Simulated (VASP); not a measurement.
# LaAl2N3 (P4mm) in VASP: a series of runs, part 2 of 2

VASP 6.6.1. Earlier steps stand in the parts before.

### Step 5. Relaxation of cell and atoms, PBE

Input file INCAR:

```
PREC = Accurate ; ENCUT = 600
EDIFF = 1E-6 ; ISMEAR = 0
SIGMA = 0.1 ; LREAL = False
LASPH = True ; NELM = 80
ALGO = Normal ; ISIF = 3
LWAVE = False ; LCHARG = False
GGA = PE ; IBRION = 2
NSW = 90 ; EDIFFG = -0.04
```

Input file KPOINTS:

```
Automatic mesh
0
Gamma
  4 4 4
```

Input file POSCAR:

```
LaAl2N3
1.0
    4.1243765400      0.0000000000      0.0000000000
    0.0000000000      4.1243765400      0.0000000000
    0.0000000000      0.0000000000      5.2809642400
La Al N
1 2 3
Direct
    0.5000000000      0.5000000000      0.4487721200
    0.5000000000      0.5000000000      0.9166998600
    0.0000000000      0.0000000000      0.3104804100
    0.5000000000      0.0000000000      0.8080059000
    0.0000000000      0.5000000000      0.8080059000
    0.0000000000      0.0000000000      0.0666912000
```

Launch:

```
$ cat potpaw_PBE.64/La/POTCAR potpaw_PBE.64/Al/POTCAR potpaw_PBE.64/N/POTCAR > POTCAR
$ mpirun -np 1 vasp_std > vasp.out
```

Run time: 33 min. Hardware: 1 thread of Intel Xeon Platinum 8488C (Sapphire Rapids), shared host; peak memory 0.26 GiB.

The run converged. Its results:

* Free energy: -42.2266 eV
* Relaxed volume: 15.57 Å³/atom
* Relaxed cell: a = 3.728 Å, b = 3.728 Å, c = 6.725 Å, α = 90.00°, β = 90.00°, γ = 90.00°
* Space group after relaxing (to 0.05 Å): P4mm (No. 99)
* Energy gained by relaxing: 3116.5 meV/atom
* Ionic steps: 73
* Pressure after relaxing: -0.1 GPa
* Largest force after relaxing: 0.040 eV/Å
* Band gap on the k mesh: zero (band 16 reaches 6.27 eV, above the bottom of band 17 at 5.95 eV)

Forces on the atoms (eV/Å):
```
La   0.000  0.000 -0.037
Al   0.000  0.000 -0.040
Al   0.000  0.000  0.026
N    0.000  0.000  0.036
N    0.000  0.000  0.036
N    0.000  0.000 -0.022
```

Step by step:
| step | energy change (eV) | largest force (eV/Å) | pressure (GPa) | volume (Å³) |
| --- | --- | --- | --- | --- |
| 1 | 0.0000 | 38.5324 | 28.47 | 89.83 |
| 3 | -6.1627 | 0.6863 | -3.33 | 92.23 |
| 5 | 0.4997 | 47.1430 | 25.53 | 107.45 |
| 7 | -7.7706 | 2.1628 | 0.12 | 100.19 |
| 9 | -7.7905 | 1.4269 | -0.99 | 99.35 |
| 11 | -7.7924 | 1.4583 | -0.43 | 99.76 |
| 13 | -8.6164 | 2.1447 | 0.23 | 98.42 |
| 15 | -9.8975 | 16.9068 | 22.94 | 91.52 |
| 17 | -11.0942 | 11.6688 | 13.64 | 93.10 |
| 19 | -11.2329 | 9.7818 | 10.46 | 93.75 |
| 21 | -11.3922 | 10.2455 | 11.04 | 93.73 |
| 23 | -11.5572 | 12.2413 | 14.03 | 93.60 |
| 25 | -11.7974 | 11.1570 | 12.18 | 93.93 |
| 27 | -13.2437 | 7.0320 | 3.88 | 96.49 |
| 29 | -14.1067 | 2.1565 | -6.09 | 100.56 |
| 31 | -14.7704 | 2.0138 | -5.41 | 97.41 |
| 33 | -15.4133 | 3.4173 | -0.51 | 90.77 |
| 35 | -15.6149 | 2.3119 | -1.88 | 90.20 |
| 37 | -15.9253 | 3.8717 | 1.82 | 78.41 |
| 39 | -16.2405 | 1.6939 | -0.55 | 81.84 |
| 41 | -16.3606 | 1.1723 | -0.25 | 81.35 |
| 43 | -16.5536 | 0.9960 | 0.34 | 80.03 |
| 45 | -16.7794 | 1.7532 | -2.86 | 79.74 |
| 47 | -16.8558 | 1.1269 | -2.18 | 79.74 |
| 49 | -17.2873 | 1.6548 | -0.97 | 78.73 |
| 51 | -17.5157 | 1.3744 | 1.28 | 77.79 |
| 53 | -17.9092 | 1.4289 | 6.28 | 78.43 |
| 55 | -18.2560 | 0.8046 | -3.46 | 86.38 |
| 57 | -18.3803 | 0.7917 | -2.29 | 87.54 |
| 59 | -18.4682 | 0.8279 | 0.23 | 87.39 |
| 61 | -18.5825 | 0.5024 | 0.38 | 88.38 |
| 63 | -18.6666 | 0.3655 | 0.38 | 90.43 |
| 65 | -18.6818 | 0.3284 | 0.46 | 91.02 |
| 67 | -18.6907 | 0.1760 | 0.11 | 91.77 |
| 69 | -18.6951 | 0.1028 | 0.27 | 92.21 |
| 71 | -18.6982 | 0.0666 | 0.38 | 93.04 |
| 73 | -18.6988 | 0.0399 | -0.09 | 93.44 |

Final structure:
```cif
data_structure
_symmetry_space_group_name_H-M 'P 1'
_symmetry_Int_Tables_number 1
_cell_length_a 3.7277
_cell_length_b 3.7277
_cell_length_c 6.7249
_cell_angle_alpha 90.000
_cell_angle_beta 90.000
_cell_angle_gamma 90.000
_cell_volume 93.44
loop_
_atom_site_label
_atom_site_type_symbol
_atom_site_fract_x
_atom_site_fract_y
_atom_site_fract_z
_atom_site_occupancy
La1 La 0.50000 0.50000 0.14656 1
Al1 Al 0.50000 0.50000 0.70578 1
Al2 Al 0.00000 0.00000 0.84199 1
N1 N 0.50000 0.00000 0.76320 1
N2 N 0.00000 0.50000 0.76320 1
N3 N 0.00000 0.00000 0.13793 1
```

Levels at points of the mesh, in eV from the Fermi level:
| k point | band 14 | band 15 | band 16 | band 17 | band 18 | band 19 |
| --- | --- | --- | --- | --- | --- | --- |
| (0.00, 0.00, 0.00) | -1.07 | -0.55 | -0.55 | -0.37 | 1.01 | 2.53 |
| (0.50, 0.00, 0.00) | -2.37 | -2.16 | -1.02 | 1.22 | 2.40 | 2.42 |
| (0.50, 0.50, 0.00) | -0.35 | -0.35 | -0.05 | 1.45 | 2.45 | 2.45 |
| (0.00, 0.00, 0.50) | -1.06 | -0.56 | -0.56 | 1.17 | 1.51 | 2.13 |
| (0.50, 0.00, 0.50) | -2.37 | -2.18 | -1.53 | 1.53 | 2.46 | 2.48 |
| (0.50, 0.50, 0.50) | -0.29 | -0.29 | -0.05 | 0.20 | 1.74 | 1.74 |

Caveat: the k points lie up to 0.42 Å⁻¹ apart in the final cell; spin-orbit coupling is left out, which moves the levels of the heavy elements.

### Step 6. Single point, PBE

This run uses another cell than the first one, of 18.02 Å³/atom, 1.204 times its volume.

Input file INCAR:

```
ALGO = Normal ; EDIFF = 1E-6
ENCUT = 520 ; GGA = PE
ISIF = 2 ; ISMEAR = 0
LASPH = T ; LCHARG = T
LELF = T ; LREAL = F
LVHAR = T ; LWAVE = F
NBANDS = 25 ; NELM = 60
PREC = Accurate ; SIGMA = 0.1
```

Input file KPOINTS:

```
k-points
0
Gamma
  10 10 6
```

Input file POSCAR:

```
LaAl2N3
1.0
    3.7286062209      0.0000000000      0.0000000000
    0.0000000000      3.7286062209      0.0000000000
    0.0000000000      0.0000000000      7.7780229280
La Al N
1 2 3
Direct
    0.5000000000      0.5000000000      0.3470668073
    0.5000000000      0.5000000000      0.7244433056
    0.0000000000      0.0000000000      0.6031082647
    0.5000000000      0.0000000000      0.6696267038
    0.0000000000      0.5000000000      0.6696267038
    0.0000000000      0.0000000000      0.3447836046
```

Potentials or basis: VASP PAW PBE potentials, release 64 (La, Al, N).

Launch:

```
$ cat potpaw_PBE.64/La/POTCAR potpaw_PBE.64/Al/POTCAR potpaw_PBE.64/N/POTCAR > POTCAR
$ mpirun -np 1 vasp_std > vasp.out
```

It took 3.6 min on 1 thread of Intel Xeon Platinum 8488C (Sapphire Rapids), shared host; peak memory 0.38 GiB.

It converged, with:

```
Free energy            : -42.2850 eV
Pressure               : -0.1 GPa
Largest force          : 0.009 eV/Å
Band gap on the k mesh : zero (band 16 reaches 5.10 eV, above the bottom of band 17 at 5.03 eV)
```

Forces on the atoms (eV/Å):
```
La   0.000  0.000  0.008
Al   0.000  0.000 -0.009
Al   0.000  0.000 -0.004
N    0.000  0.000  0.001
N    0.000  0.000  0.001
N    0.000  0.000  0.003
```

Stress tensor (GPa, compression positive):
```
-0.17  0.00  0.00
 0.00 -0.17  0.00
 0.00  0.00 -0.07
```

Levels at points of the mesh, in eV from the Fermi level:
```
           k point  band 13  band 14  band 15  band 16  band 17  band 18  band 19  band 20
(0.00, 0.00, 0.00)    -1.07    -1.07    -0.54    -0.54    -0.12     1.11     2.38     2.68
(0.50, 0.00, 0.00)    -3.55    -2.35    -2.19    -1.23     1.63     2.35     2.46     2.68
(0.50, 0.50, 0.00)    -0.45    -0.39    -0.39    -0.05     1.53     2.26     2.26     2.74
(0.00, 0.00, 0.50)    -1.07    -1.07    -0.54    -0.54     1.14     1.23     1.68     2.67
(0.50, 0.00, 0.50)    -3.50    -2.34    -2.19    -1.40     1.68     2.47     2.53     2.71
(0.50, 0.50, 0.50)    -0.45    -0.37    -0.37    -0.05     0.94     2.00     2.00     2.70
```

Caveat: spin-orbit coupling is left out, which moves the levels of the heavy elements.

### Step 7. The runs side by side

```csv
task,cell,k mesh,cutoff (eV),gap on the mesh (eV),pressure (GPa),largest force (eV/Å)
single point,"a = 4.124, b = 4.124, c = 5.281 Å, 6 atoms",4 × 4 × 4,520,none,28.5,38.53
single point,"a = 3.727, b = 3.727, c = 7.224 Å, 6 atoms",4 × 4 × 4,520,none,0.0,0.02
single point,"a = 3.728, b = 3.728, c = 7.402 Å, 6 atoms",6 × 6 × 4,520,none,0.0,0.01
relaxation of cell and atoms,"relaxed from a = 4.124, b = 4.124, c = 5.281 Å, 6 atoms",4 × 4 × 4,600,none,-0.1,0.04
single point,"a = 3.729, b = 3.729, c = 7.778 Å, 6 atoms",10 × 10 × 6,520,none,-0.1,0.01
```

Alike in all rows: level PBE; potentials or basis VASP PAW PBE potentials, release 64 (La, Al, N); no spin polarisation; smearing gaussian 0.1 eV.

Caveats: some runs use coarse meshes; spin-orbit coupling is left out, which moves the levels of the heavy elements; forces of over 1 eV/Å act on the atoms, so gaps and moduli don't describe the material at rest (some runs).

Total energies depend on the potentials used, so only differences within one code and one set of settings carry meaning.
